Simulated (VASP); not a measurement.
Input of a VASP 6.6.1 run:

File INCAR:

```
ALGO     = Normal         # electronic algorithm
EDIFF    = 1E-8           # SCF threshold, eV
ENCUT    = 520            # plane-wave cutoff, eV
GGA      = PE             # functional
ISIF     = 2              # what is computed and relaxed
ISMEAR   = -1             # smearing method
LASPH    = True           # aspherical terms in the spheres
LCHARG   = False          # write CHGCAR
LEFG     = True         
LREAL    = False          # projectors in reciprocal space
LWAVE    = False          # write WAVECAR
NBANDS   = 21             # bands
NELM     = 60             # most SCF steps
PREC     = Accurate       # precision mode
SIGMA    = 0.05           # smearing width, eV
```

Contents of KPOINTS:

```
k-points
0
Gamma
  8 8 8
```

POSCAR

```
Pb
1.0
    0.0000000000      3.4842552460      3.4842552460
    3.4842552460      0.0000000000      3.4842552460
    3.4842552460      3.4842552460      0.0000000000
Pb
2
Direct
    0.0000000000      0.0000000000      0.0000000000
    0.2500000000      0.2500000000      0.2500000000
```

Potentials or basis: VASP PAW PBE potentials, release 64 (Pb_d).

Command:

```bash
$ cat potpaw_PBE.64/Pb_d/POTCAR > POTCAR
$ mpirun -np 1 vasp_std > vasp.out
```

(1) Estimate the band gap on the k mesh.

(2) Estimate the pressure.

Results:

(1) zero (band 14 reaches 4.38 eV, above the bottom of band 15 at 3.29 eV).

(2) 1.0 GPa.

Caveat: without QUAD_EFG the Cq values of the log hold for a quadrupole moment of 1 mb, not for the nuclei; spin-orbit coupling is left out, which moves the levels of the heavy elements.
